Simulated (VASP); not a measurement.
# GaCo (F-43m) in VASP: single point with r2SCAN

Aim: the single point of GaCo with r2SCAN.

All numbers are computed with VASP 6.6.1; they aren't measurements. Logs are shortened: lines on timing, memory, paths and dates and some standing lists are left out, and cuts for length are marked.

## (1) The cell of the first run

Symmetry: F-43m, No. 216, cubic system. The conventional cell has a = 4.770 Å, b = 4.770 Å, c = 4.770 Å, α = 90.00°, β = 90.00°, γ = 90.00°. Within 2.7 Å of Ga (site symmetry -43m) lie 4 Co at 2.07 Å. Co (site symmetry -43m) has 4 Ga at 2.07 Å within 2.7 Å.

## (2) Single point, r2SCAN, collinear spin, ferromagnetic start

Contents of POSCAR:

```
GaCo
1.0
    2.3848178900      2.3848178900      4.7696357800
    4.7696357800      2.3848178900      2.3848178900
    2.3848178900      4.7696357800      2.3848178900
Ga Co
2 2
Direct
    0.0000000000      0.0000000000      0.0000000000
    0.5000000000      0.5000000000      0.5000000000
    0.1250000000      0.1250000000      0.1250000000
    0.6250000000      0.6250000000      0.6250000000
```

Contents of INCAR.step1:

```
SYSTEM = GaCo
PREC = Accurate ; ENCUT = 520
ISMEAR = -5 ; SIGMA = 0.0171
LREAL = .False. ; LASPH = .True.
NELM = 150 ; ISPIN = 2
MAGMOM = 0 0 3 3 ; LMAXMIX = 4
GGA = PE ; ALGO = Normal
EDIFF = 1E-4 ; LWAVE = .True.
LCHARG = .False.
```

Contents of INCAR.step2:

```
SYSTEM = GaCo
PREC = Accurate ; ENCUT = 520
EDIFF = 1E-7 ; ISMEAR = -1
SIGMA = 0.0171 ; LREAL = .False.
LASPH = .True. ; NELM = 150
ALGO = Normal ; ISIF = 2
LWAVE = .False. ; LCHARG = .False.
ISPIN = 2 ; MAGMOM = 0 0 3 3
LORBIT = 10 ; LMAXMIX = 4
METAGGA = R2SCAN ; LMIXTAU = .True.
ISTART = 1
```

Contents of KPOINTS:

```
Automatic mesh
0
Gamma
  6 6 6
  0 0 0
```

Potentials or basis: VASP PAW PBE potentials, release 64 (Ga_d, Co).

Command:

```sh
cat potpaw_PBE.64/Ga_d/POTCAR potpaw_PBE.64/Co/POTCAR > POTCAR
cp INCAR.step1 INCAR
mpirun -np 1 vasp_std > vasp.out
cp INCAR.step2 INCAR
mpirun -np 1 vasp_std > vasp.out
```

OUTCAR:

```text
SYSTEM = GaCo
   PREC = Accurate
   ENCUT = 520
   EDIFF = 1E-7
   ISMEAR = -1
   LREAL = .False.
   LASPH = .True.
   NELM = 150
   ISIF = 2
   ISPIN = 2
   LORBIT = 10
   METAGGA = R2SCAN
   ISTART = 1

 ion  position               nearest neighbor table
   1  0.000  0.000  0.000-   4 2.07   3 2.07   4 2.07   4 2.07
   2  0.500  0.500  0.500-   3 2.07   4 2.07   3 2.07   3 2.07
   3  0.125  0.125  0.125-   1 2.07   2 2.07   2 2.07   2 2.07
   4  0.625  0.625  0.625-   2 2.07   1 2.07   1 2.07   1 2.07

  LATTYP: Found a trigonal (rhomboedric) cell.
 ALAT       =     5.8415869600
 COS(alpha) =     0.8333333333

  Lattice vectors:

 A1 = (   2.3848178900,   2.3848178900,   4.7696357800)
 A2 = (   4.7696357800,   2.3848178900,   2.3848178900)
 A3 = (   2.3848178900,   4.7696357800,   2.3848178900)

Analysis of symmetry for initial positions (statically):
=====================================================================
 Subroutine PRICEL returns following result:

  LATTYP: Found a face centered cubic cell.
 ALAT       =     4.7696357800
[... 12 lines left out ...]
 Subroutine GETGRP returns: Found  6 space group operations
 (whereof  6 operations were pure point group operations)
 out of a pool of 12 trial point group operations.

The static configuration has the point symmetry C_3v.

Analysis of symmetry for dynamics (positions and initial velocities):
=====================================================================
 Subroutine PRICEL returns following result:

  LATTYP: Found a face centered cubic cell.
 ALAT       =     4.7696357800
[... 12 lines left out ...]
 Subroutine GETGRP returns: Found  6 space group operations
 (whereof  6 operations were pure point group operations)
 out of a pool of 12 trial point group operations.

The dynamic configuration has the point symmetry C_3v.

Analysis of structural, dynamic, and magnetic symmetry:
=====================================================================
 Subroutine PRICEL returns following result:

  LATTYP: Found a face centered cubic cell.
 ALAT       =     4.7696357800
[... 12 lines left out ...]
 Subroutine GETGRP returns: Found  6 space group operations
 (whereof  6 operations were pure point group operations)
 out of a pool of 12 trial point group operations.

The overall configuration has the point symmetry C_3v.

 Subroutine INISYM returns: Found  6 space group operations
 (whereof  6 operations are pure point group operations),
 and found     2 'primitive' translations

----------------------------------------------------------------------------------------

                                     Primitive cell

  volume of cell :      27.1266

  direct lattice vectors                    reciprocal lattice vectors
    -2.384817890  2.384817890  0.000000000    -0.209659615  0.209659615  0.209659615
    -0.000000000  2.384817890 -2.384817890     0.209659615  0.209659615 -0.209659615
    -2.384817890  0.000000000 -2.384817890    -0.209659615 -0.209659615 -0.209659615

  length of vectors
     3.372641804  3.372641804  3.372641804     0.363141105  0.363141105  0.363141105

  position of ions in fractional coordinates (direct lattice)
     0.000000000  0.000000000  0.000000000
     0.250000000  0.250000000  0.250000000

  ion indices of the primitive-cell ions
   primitive index   ion index
                 1           1
                 2           3

----------------------------------------------------------------------------------------

 KPOINTS: Automatic mesh

Automatic generation of k-mesh.
 Grid dimensions read from file:
 generate k-points for:    6    6    6

 Generating k-lattice:

  Cartesian coordinates                     Fractional coordinates (reciprocal lattice)
    -0.017471635 -0.017471635  0.052414904     0.166666667  0.000000000  0.000000000
     0.052414904 -0.017471635 -0.017471635     0.000000000  0.166666667  0.000000000
    -0.017471635  0.052414904 -0.017471635     0.000000000  0.000000000  0.166666667

  Length of vectors
     0.057946856  0.057946856  0.057946856

  Shift w.r.t. Gamma in fractional coordinates (k-lattice)
     0.000000000  0.000000000  0.000000000

 Subroutine IBZKPT returns following result:
 ===========================================

 Found     32 irreducible k-points:

 Following reciprocal coordinates:
            Coordinates               Weight
  0.000000  0.000000  0.000000      1.000000
  0.166667 -0.000000 -0.000000      6.000000
  0.333333  0.000000  0.000000      6.000000
  0.500000 -0.000000 -0.000000      3.000000
  0.166667  0.166667 -0.000000      6.000000
  0.333333  0.166667  0.000000     12.000000
[... 16 lines left out ...]
  0.500000  0.500000  0.166667      6.000000
 -0.333333  0.500000  0.166667     12.000000
 [... further k-points ...]
   k-points           NKPTS =     32   k-points in BZ     NKDIM =     32   number of bands    NBANDS=     29
   number of dos      NEDOS =    301   number of ions     NIONS =      4
   total plane-waves  NPLWV = 110592
   dimension x,y,z NGX =    48 NGY =   48 NGZ =   48
   dimension x,y,z NGXF=    96 NGYF=   96 NGZF=   96
   ions per type =               2   2
   NGX,Y,Z   is equivalent  to a cutoff of  13.66, 13.66, 13.66 a.u.
   NGXF,Y,Z  is equivalent  to a cutoff of  27.32, 27.32, 27.32 a.u.
 SYSTEM =  GaCo
   PREC   = accura    normal or accurate (medium, high low for compatibility)
   ISTART =      1    job   : 0-new  1-cont  2-samecut
   ICHARG =      0    charge: 1-file 2-atom 10-const
   ISPIN  =      2    spin polarized calculation?
   LNONCOLLINEAR =      F non collinear calculations
   LSORBIT =      F    spin-orbit coupling
   LASPH  =      T    aspherical Exc in radial PAW
   ENCUT  =  520.0 eV  38.22 Ry    6.18 a.u.  10.86 10.86 10.86*2*pi/ulx,y,z
   NELM   =    150;   NELMIN=  2; NELMDL=  0     # of ELM steps
   EDIFF  = 0.1E-06   stopping-criterion for ELM
   LREAL  =      F    real-space projection
   EDIFFG = 0.1E-05   stopping-criterion for IOM
   NSW    =      0    number of steps for IOM
   IBRION =     -1    ionic relax: 0-MD 1-quasi-New 2-CG
   NFREE  =      0    steps in history (QN), initial steepest desc. (CG)
   ISIF   =      2    stress and relaxation
   ISYM   =      2    0-nonsym 1-usesym 2-fastsym
   POTIM  = 0.5000    time-step for ionic-motion
   TEBEG  =    0.0;   TEEND  =   0.0 temperature during run
   PSTRESS=    0.0 pullay stress
   NELECT =      44.0000    total number of electrons
   NUPDOWN=      -1.0000    fix difference up-down
   EMIN   =  10.00;   EMAX   =-10.00  energy-range for DOS
   EFERMI =   0.00;   METHOD = LEGACY
   ISMEAR =    -1;   SIGMA  =   0.02  broadening in eV -4-tet -1-fermi 0-gaus
   EFERMI_NEDOS =   21; number of points for ismear=-14 and -15
   IALGO  =     38    algorithm
   IMIX   =      4    mixing-type and parameters
     AMIX     =   0.40;   BMIX     =  1.00
     AMIX_MAG =   1.60;   BMIX_MAG =  1.00
  volume/ion in A,a.u.               =      13.56        91.53
  Fermi-wavevector in a.u.,A,eV,Ry     =   1.526689  2.885023 31.712167  2.330779
  Thomas-Fermi vector in A             =   2.634688
   LORBIT       =     10    0 simple, 1 ext, 2 COOP (PROOUT), +10 PAW based schemes
   METAGGA = R2SCAN    functional components
   LHFCALC =     F    Hartree Fock is set to
   AEXX    =    0.0000 exact exchange contribution
   IVDW    =     0    specifies the selected vdW correction
   LEPSILON=     F    determine dielectric tensor
   LRPA    =     F    only Hartree local field effects (RPA)
 spin polarized calculation
  energy-cutoff  :      520.00
  volume of cell :       54.25
 maximum number of plane-waves:      1474
 NGX is ok and might be reduce to    48
   NGX = 21   NGY = 21   NGZ = 21

 number of electron      44.0000004 magnetization      -0.0000000

 number of electron      44.0000004 magnetization       0.0000000

 Free energy of the ion-electron system (eV)
  ---------------------------------------------------
  ext. energy  EPLUGINS =         0.00000000
  ---------------------------------------------------
  free energy    TOTEN  =       -43.25820190 eV

  energy without entropy =      -43.25818747  energy(sigma->0) =      -43.25819469

 E-fermi :   7.2189     XC(G=0): -13.1451

 val. band max:        7.0857750430   @ k =  -0.1667   0.3333   0.1667
 cond. band min:       7.3564247570   @ k =  -0.3333   0.3333   0.1667
 fundamental gap:      0.2706497139
 Fermi energy:         7.2189498366

 spin component 1

 k-point     1 :       0.0000    0.0000    0.0000
  band No.  band energies     occupation
      1      -7.7212      1.00000
      2      -7.6859      1.00000
      3      -7.6854      1.00000
      4      -7.6854      1.00000
      5      -7.6694      1.00000
      6      -7.6694      1.00000
[... 757 lines left out ...]
     28      12.9683      0.00000
     29      16.4684      0.00000

 [... further k-points ...]

 spin component 2

 k-point     1 :       0.0000    0.0000    0.0000
  band No.  band energies     occupation
      1      -7.7212      1.00000
      2      -7.6859      1.00000
      3      -7.6854      1.00000
      4      -7.6854      1.00000
      5      -7.6694      1.00000
      6      -7.6694      1.00000
[... 757 lines left out ...]
     28      12.9683      0.00000
     29      16.4684      0.00000

 [... further k-points ...]
[... 5 lines left out ...]
  --------------------------------------------------------------------------------------
  -------------------------------------------------------------------------------------
  Total       15.8871530     15.8871530     15.8871530     -0.0012623     -0.0012623     -0.0012623
  in kB      469.1708325    469.1708325    469.1708325     -0.0372769     -0.0372769     -0.0372769
  external PRESSURE =     469.1708325 kB  Pullay stress =       0.0000000 kB

 VOLUME and BASIS-vectors are now :
 -----------------------------------------------------------------------------
  energy-cutoff  :      520.00
  volume of cell :       54.25
      direct lattice vectors                 reciprocal lattice vectors
     2.384817890  2.384817890  4.769635780    -0.104829807 -0.104829807  0.314489422
     4.769635780  2.384817890  2.384817890     0.314489422 -0.104829807 -0.104829807
     2.384817890  4.769635780  2.384817890    -0.104829807  0.314489422 -0.104829807

 POSITION                                       TOTAL-FORCE (eV/Angst)
 -----------------------------------------------------------------------------------
      0.00000      0.00000      0.00000        -0.001739     -0.001739     -0.001739
      4.76964      4.76964      4.76964        -0.001739     -0.001739     -0.001739
      1.19241      1.19241      1.19241         0.001739      0.001739      0.001739
      5.96204      5.96204      5.96204         0.001739      0.001739      0.001739
 -----------------------------------------------------------------------------------
    total drift:                                0.009941      0.009941      0.009941

  FREE ENERGIE OF THE ION-ELECTRON SYSTEM (eV)
  ---------------------------------------------------
  free  energy   TOTEN  =       -43.2582019043 eV

  energy  without entropy=      -43.2581874707  energy(sigma->0) =      -43.25819469

 total charge

# of ion       s       p       d       tot
------------------------------------------
    1        1.082   1.061  10.087  12.230
    2        1.082   1.061  10.087  12.230
    3        0.528   0.468   7.801   8.797
    4        0.528   0.468   7.801   8.797
--------------------------------------------------
tot          3.221   3.058  35.774  42.053

 magnetization (x)

# of ion       s       p       d       tot
------------------------------------------
    1       -0.000  -0.000  -0.000  -0.000
    2       -0.000  -0.000  -0.000  -0.000
    3       -0.000  -0.000   0.000   0.000
    4       -0.000  -0.000   0.000   0.000
--------------------------------------------------
tot         -0.000  -0.000   0.000  -0.000
```

Wall time 12 min (1 thread of AMD EPYC 9R45 (Zen 5), shared host); peak memory 0.45 GiB.

What came out:

| Quantity | Value |
| --- | --- |
| Free energy | -43.2582 eV |
| Pressure | 46.9 GPa |
| Band gap on the k mesh | 0.27 eV |
| Net moment | 0.00 μB per cell |
| Valence electrons inside the program's atomic spheres | Ga 12.23; Co 8.80 |

Caveat: the starting moments collapsed, and a magnetic state may lie lower; the PAW data sets were made with another functional, which shifts forces and pressure a little.
